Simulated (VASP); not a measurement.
# MoS2 (P-6m2) in VASP: notebook

The runs below take MoS2 through single point, with PBE.

Everything below comes from runs of VASP 6.6.1. Logs are shortened: lines on timing, memory, paths and dates and some standing lists are left out, and cuts for length are marked.

## 1. The cell of the first run

It takes space group P-6m2 (No. 187, hexagonal). The conventional cell has a = 3.106 Å, b = 3.106 Å, c = 6.670 Å, α = 90.00°, β = 90.00°, γ = 120.00°. Mo (site symmetry -6m2) has 6 S at 2.39 Å and 6 Mo at 3.11 Å within 3.2 Å. S (site symmetry 3m) has 3 Mo at 2.39 Å and 7 S at 3.11 to 3.15 Å within 3.2 Å.

## 2. Single point, PBE (strain -2.0%)

Contents of INCAR:

```
SYSTEM = MoS2
PREC = Accurate ; ENCUT = 520
EDIFF = 1E-6 ; ISMEAR = -1
SIGMA = 0.02 ; LREAL = .FALSE.
LASPH = .TRUE. ; NELM = 60
ALGO = Normal ; ISIF = 2
LWAVE = .FALSE. ; LCHARG = .FALSE.
GGA = PE ; NBANDS = 20
```

Contents of KPOINTS:

```
Automatic mesh
0
G
  12 12 4
  0 0 0
```

Contents of POSCAR:

```
MoS2
1.0
    3.1059562055      0.0000000000      0.0000000000
   -1.5529781028      2.6898369770      0.0000000000
    0.0000000000      0.0000000000      6.6704196970
Mo S
1 2
Direct
    0.0000000000      0.0000000000      0.0000000000
    0.3333333333      0.6666666667      0.2361464865
    0.3333333333      0.6666666667      0.7638535135
```

Potentials or basis: VASP PAW PBE potentials, release 64 (Mo_sv, S).

Launch:

```console
$ cat potpaw_PBE.64/Mo_sv/POTCAR potpaw_PBE.64/S/POTCAR > POTCAR
$ mpirun -np 1 vasp_std > vasp.out
```

OUTCAR:

```text
SYSTEM = MoS2
   PREC = Accurate
   ENCUT = 520
   EDIFF = 1E-6
   ISMEAR = -1
   LREAL = .FALSE.
   LASPH = .TRUE.
   NELM = 60
   ISIF = 2
   GGA = PE

 ion  position               nearest neighbor table
   1  0.000  0.000  0.000-   2 2.39   3 2.39   2 2.39   3 2.39   2 2.39   3 2.39
   2  0.333  0.667  0.236-   1 2.39   1 2.39   1 2.39
   3  0.333  0.667  0.764-   1 2.39   1 2.39   1 2.39

  LATTYP: Found a hexagonal cell.
 ALAT       =     3.1059562055
 C/A-ratio  =     2.1476219417

  Lattice vectors:

 A1 = (   3.1059562055,   0.0000000000,   0.0000000000)
 A2 = (  -1.5529781028,   2.6898369770,   0.0000000000)
 A3 = (   0.0000000000,   0.0000000000,   6.6704196970)

Analysis of symmetry for initial positions (statically):
=====================================================================
 Subroutine PRICEL returns:
 Original cell was already a primitive cell.

 Routine SETGRP: Setting up the symmetry group for a
 hexagonal supercell.

 Subroutine GETGRP returns: Found 12 space group operations
 (whereof 12 operations were pure point group operations)
 out of a pool of 24 trial point group operations.

The static configuration has the point symmetry D_3h.

Analysis of symmetry for dynamics (positions and initial velocities):
=====================================================================
 Subroutine PRICEL returns:
 Original cell was already a primitive cell.

 Routine SETGRP: Setting up the symmetry group for a
 hexagonal supercell.

 Subroutine GETGRP returns: Found 12 space group operations
 (whereof 12 operations were pure point group operations)
 out of a pool of 24 trial point group operations.

The dynamic configuration has the point symmetry D_3h.

 Subroutine INISYM returns: Found 12 space group operations
 (whereof 12 operations are pure point group operations),
 and found     1 'primitive' translations

----------------------------------------------------------------------------------------

                                     Primitive cell

  volume of cell :      55.7281

  direct lattice vectors                    reciprocal lattice vectors
     3.105956206  0.000000000  0.000000000     0.321962041  0.185884871  0.000000000
    -1.552978103  2.689836977  0.000000000     0.000000000  0.371769742  0.000000000
     0.000000000  0.000000000  6.670419697     0.000000000  0.000000000  0.149915604

  length of vectors
     3.105956206  3.105956206  6.670419697     0.371769742  0.371769742  0.149915604

  position of ions in fractional coordinates (direct lattice)
     0.000000000  0.000000000  0.000000000
     0.333333333  0.666666667  0.236146486
     0.333333333  0.666666667  0.763853514

  ion indices of the primitive-cell ions
   primitive index   ion index
                 1           1
                 2           2
                 3           3

----------------------------------------------------------------------------------------

 KPOINTS: Automatic mesh

Automatic generation of k-mesh.
 Grid dimensions read from file:
 generate k-points for:   12   12    4

 Generating k-lattice:

  Cartesian coordinates                     Fractional coordinates (reciprocal lattice)
     0.026830170  0.015490406  0.000000000     0.083333333  0.000000000  0.000000000
     0.000000000  0.030980812  0.000000000     0.000000000  0.083333333  0.000000000
     0.000000000  0.000000000  0.037478901     0.000000000  0.000000000  0.250000000

  Length of vectors
     0.030980812  0.030980812  0.037478901

  Shift w.r.t. Gamma in fractional coordinates (k-lattice)
     0.000000000  0.000000000  0.000000000

 Subroutine IBZKPT returns following result:
 ===========================================

 Found     57 irreducible k-points:

 Following reciprocal coordinates:
            Coordinates               Weight
  0.000000  0.000000  0.000000      1.000000
  0.083333  0.000000  0.000000      6.000000
  0.166667  0.000000  0.000000      6.000000
  0.250000  0.000000  0.000000      6.000000
  0.333333  0.000000  0.000000      6.000000
  0.416667  0.000000  0.000000      6.000000
[... 16 lines left out ...]
  0.250000  0.000000  0.250000     12.000000
  0.333333  0.000000  0.250000     12.000000
 [... further k-points ...]
   k-points           NKPTS =     57   k-points in BZ     NKDIM =     57   number of bands    NBANDS=     20
   number of dos      NEDOS =    301   number of ions     NIONS =      3
   total plane-waves  NPLWV =  28800
   dimension x,y,z NGX =    24 NGY =   24 NGZ =   50
   dimension x,y,z NGXF=    48 NGYF=   48 NGZF=  100
   ions per type =               1   2
   NGX,Y,Z   is equivalent  to a cutoff of  12.85, 12.85, 12.46 a.u.
   NGXF,Y,Z  is equivalent  to a cutoff of  25.69, 25.69, 24.92 a.u.
 SYSTEM =  MoS2
   PREC   = accura    normal or accurate (medium, high low for compatibility)
   ISTART =      0    job   : 0-new  1-cont  2-samecut
   ICHARG =      2    charge: 1-file 2-atom 10-const
   ISPIN  =      1    spin polarized calculation?
   LNONCOLLINEAR =      F non collinear calculations
   LSORBIT =      F    spin-orbit coupling
   LASPH  =      T    aspherical Exc in radial PAW
   ENCUT  =  520.0 eV  38.22 Ry    6.18 a.u.   5.78  5.78 12.40*2*pi/ulx,y,z
   NELM   =     60;   NELMIN=  2; NELMDL= -5     # of ELM steps
   EDIFF  = 0.1E-05   stopping-criterion for ELM
   LREAL  =      F    real-space projection
[... 7 lines left out ...]
   TEBEG  =    0.0;   TEEND  =   0.0 temperature during run
   PSTRESS=    0.0 pullay stress
   NELECT =      26.0000    total number of electrons
   NUPDOWN=      -1.0000    fix difference up-down
   EMIN   =  10.00;   EMAX   =-10.00  energy-range for DOS
   EFERMI =   0.00;   METHOD = LEGACY
   ISMEAR =    -1;   SIGMA  =   0.02  broadening in eV -4-tet -1-fermi 0-gaus
   EFERMI_NEDOS =   21; number of points for ismear=-14 and -15
   IALGO  =     38    algorithm
   IMIX   =      4    mixing-type and parameters
     AMIX     =   0.40;   BMIX     =  1.00
     AMIX_MAG =   1.60;   BMIX_MAG =  1.00
  volume/ion in A,a.u.               =      18.58       125.36
  Fermi-wavevector in a.u.,A,eV,Ry     =   1.269720  2.399422 21.935145  1.612188
  Thomas-Fermi vector in A             =   2.402746
   LORBIT       =      0    0 simple, 1 ext, 2 COOP (PROOUT), +10 PAW based schemes
   GGA     = PE    functional components
   LHFCALC =     F    Hartree Fock is set to
   AEXX    =    0.0000 exact exchange contribution
   IVDW    =     0    specifies the selected vdW correction
   LEPSILON=     F    determine dielectric tensor
   LRPA    =     F    only Hartree local field effects (RPA)
 non-spin polarized calculation
  energy-cutoff  :      520.00
  volume of cell :       55.73
 maximum number of plane-waves:      1512
 NGX is ok and might be reduce to    24
   NGX = 11   NGY = 11   NGZ = 25

 number of electron      26.0000002 magnetization

 Free energy of the ion-electron system (eV)
  ---------------------------------------------------
  ext. energy  EPLUGINS =         0.00000000
  ---------------------------------------------------
  free energy    TOTEN  =       -21.74826635 eV

  energy without entropy =      -21.74826635  energy(sigma->0) =      -21.74826635

 E-fermi :   7.1064     XC(G=0): -10.4189

 val. band max:        6.6342760562   @ k =   0.0000   0.0000   0.5000
 cond. band min:       7.9319178623   @ k =   0.1667   0.1667   0.0000
 fundamental gap:      1.2976418061
 Fermi energy:         7.1063936139

 k-point     1 :       0.0000    0.0000    0.0000
  band No.  band energies     occupation
      1     -54.4422      2.00000
      2     -28.6410      2.00000
      3     -28.3369      2.00000
      4     -28.3369      2.00000
      5      -8.0512      2.00000
      6      -6.5931      2.00000
[... 12 lines left out ...]
     19      14.4397      0.00000
     20      15.9222      0.00000

 k-point     2 :       0.0833    0.0000    0.0000
  band No.  band energies     occupation
      1     -54.4388      2.00000
      2     -28.6345      2.00000
      3     -28.3697      2.00000
      4     -28.3443      2.00000
      5      -7.9379      2.00000
      6      -6.5465      2.00000
[... 12 lines left out ...]
     19      14.5878      0.00000
     20      16.4114      0.00000

 k-point     3 :       0.1667    0.0000    0.0000
  band No.  band energies     occupation
      1     -54.4294      2.00000
      2     -28.6168      2.00000
      3     -28.4584      2.00000
      4     -28.3645      2.00000
      5      -7.6147      2.00000
      6      -6.4139      2.00000
[... 12 lines left out ...]
     19      15.2179      0.00000
     20      16.3979      0.00000

 k-point     4 :       0.2500    0.0000    0.0000
  band No.  band energies     occupation
      1     -54.4164      2.00000
      2     -28.5924      2.00000
      3     -28.5778      2.00000
      4     -28.3918      2.00000
      5      -7.1321      2.00000
      6      -6.2180      2.00000
[... 12 lines left out ...]
     19      15.4096      0.00000
     20      15.8365      0.00000

 k-point     5 :       0.3333    0.0000    0.0000
  band No.  band energies     occupation
      1     -54.4035      2.00000
      2     -28.6951      2.00000
      3     -28.5680      2.00000
      4     -28.4191      2.00000
      5      -6.5818      2.00000
      6      -6.0009      2.00000
[... 12 lines left out ...]
     19      14.2572      0.00000
     20      15.0240      0.00000
[... 353 lines left out ...]
      6      -6.6374      2.00000
[... 12 lines left out ...]
     19      14.8254      0.00000
     20      16.2302      0.00000

 k-point    22 :       0.1667    0.0000    0.2500
  band No.  band energies     occupation
      1     -54.4294      2.00000
      2     -28.6168      2.00000
      3     -28.4584      2.00000
      4     -28.3645      2.00000
      5      -7.5622      2.00000
      6      -6.4977      2.00000
[... 12 lines left out ...]
     19      15.2296      0.00000
     20      16.4253      0.00000

 k-point    23 :       0.2500    0.0000    0.2500
  band No.  band energies     occupation
      1     -54.4164      2.00000
      2     -28.5924      2.00000
      3     -28.5778      2.00000
      4     -28.3918      2.00000
      5      -7.0811      2.00000
      6      -6.2909      2.00000
[... 12 lines left out ...]
     19      15.1626      0.00000
     20      16.0145      0.00000

 k-point    24 :       0.3333    0.0000    0.2500
  band No.  band energies     occupation
      1     -54.4035      2.00000
      2     -28.6951      2.00000
      3     -28.5680      2.00000
      4     -28.4191      2.00000
      5      -6.5350      2.00000
      6      -6.0604      2.00000
[... 12 lines left out ...]
     19      14.4081      0.00000
     20      15.2111      0.00000

 [... further k-points ...]
[... 5 lines left out ...]
  --------------------------------------------------------------------------------------
  -------------------------------------------------------------------------------------
  Total        2.6714845      2.6714845      1.4884729     -0.0000000      0.0000000      0.0000000
  in kB       76.8048772     76.8048772     42.7934283     -0.0000000      0.0000000      0.0000000
  external PRESSURE =      65.4677275 kB  Pullay stress =       0.0000000 kB

 VOLUME and BASIS-vectors are now :
 -----------------------------------------------------------------------------
  energy-cutoff  :      520.00
  volume of cell :       55.73
      direct lattice vectors                 reciprocal lattice vectors
     3.105956206  0.000000000  0.000000000     0.321962041  0.185884871  0.000000000
    -1.552978103  2.689836977  0.000000000     0.000000000  0.371769742  0.000000000
     0.000000000  0.000000000  6.670419697     0.000000000  0.000000000  0.149915604

 POSITION                                       TOTAL-FORCE (eV/Angst)
 -----------------------------------------------------------------------------------
      0.00000      0.00000      0.00000        -0.000000      0.000000      0.000000
     -0.00000      1.79322      1.57520         0.000000     -0.000000      0.136924
     -0.00000      1.79322      5.09522        -0.000000      0.000000     -0.136924
 -----------------------------------------------------------------------------------
    total drift:                                0.000000     -0.000000     -0.000000

  FREE ENERGIE OF THE ION-ELECTRON SYSTEM (eV)
  ---------------------------------------------------
  free  energy   TOTEN  =       -21.7482663490 eV

  energy  without entropy=      -21.7482663490  energy(sigma->0) =      -21.74826635
```

It took 66 s on 1 thread of Intel Xeon 8259CL, shared host; peak memory 0.21 GiB.

What came out:

| Quantity | Value |
| --- | --- |
| Free energy | -21.7483 eV |
| Pressure | 6.5 GPa |
| Largest force | 0.137 eV/Å |
| Band gap on the k mesh | 1.30 eV (least direct gap 1.92 eV) |

Forces on the atoms (eV/Å):
```
Mo   0.000  0.000  0.000
S    0.000  0.000  0.137
S    0.000  0.000 -0.137
```

Caveat: the cell differs from its parent crystal (strain -2.0%); the cell stands under pressure; this functional lacks dispersion, which binds layers or chains, so the pressure and a relaxed spacing across them are unreliable. A k mesh can miss the band edges.

## 3. Single point, PBE (uniaxial z strain -0.7%)

Contents of INCAR:

```
SYSTEM = MoS2
ALGO = Normal
EDIFF = 1E-6
ENCUT = 520
GGA = PE
ISIF = 2
ISMEAR = -1
LASPH = .True.
LCHARG = .False.
LREAL = .False.
LWAVE = .False.
NBANDS = 20
NELM = 100
PREC = Accurate
SIGMA = 0.02
```

Contents of KPOINTS:

```
k-points
0
Gamma
  12 12 4
  0 0 0
```

Contents of POSCAR:

```
MoS2
1.0
    3.1709609040      0.0000000000      0.0000000000
   -1.5854804520      2.7461326973      0.0000000000
    0.0000000000      0.0000000000      6.7609930324
Mo S
1 2
Direct
    0.0000000000      0.0000000000      0.0000000000
    0.3333333333      0.6666666667      0.2300864068
    0.3333333333      0.6666666667      0.7699135932
```

Potentials or basis: VASP PAW PBE potentials, release 64 (Mo_sv, S).

Launch:

```console
$ cat potpaw_PBE.64/Mo_sv/POTCAR potpaw_PBE.64/S/POTCAR > POTCAR
$ mpirun -np 1 vasp_std > vasp.out
```

Wall time 99 s (1 thread of Intel Xeon 8259CL, shared host); peak memory 0.21 GiB.

The run converged. Its results:

- Free energy: -21.8239 eV
- Pressure: 2.1 GPa
- Largest force: 0.124 eV/Å
- Band gap on the k mesh: 1.25 eV (least direct gap 1.68 eV)

Forces in eV/Å, atoms in the order of the input:
```
Mo   0.000  0.000  0.000
S    0.000  0.000  0.124
S    0.000  0.000 -0.124
```

Stress tensor (GPa, compression positive):
```
1.72 0.00 0.00
0.00 1.72 0.00
0.00 0.00 2.92
```

Levels at points of the mesh, in eV from the valence-band top:
```csv
k point,band 9,band 10,band 11,band 12,band 13,band 14,band 15,band 16,band 17,band 18
"(0.00, 0.00, 0.00)",-3.08,-1.95,-1.95,-1.54,-0.80,2.38,2.38,2.59,2.59,5.66
"(0.50, 0.00, 0.00)",-4.72,-3.62,-1.99,-1.44,-1.24,1.84,2.29,3.77,4.01,5.20
"(0.00, 0.00, 0.50)",-3.07,-2.83,-1.96,-1.96,0.00,2.33,2.33,2.66,2.66,5.91
"(0.50, 0.00, 0.50)",-4.40,-3.64,-2.68,-1.39,-0.90,1.86,2.43,3.21,3.86,6.45
```

Caveat: the cell differs from its parent crystal (uniaxial z strain -0.7%); this functional lacks dispersion, which binds layers or chains, so the pressure and a relaxed spacing across them are unreliable. A k mesh can miss the band edges.
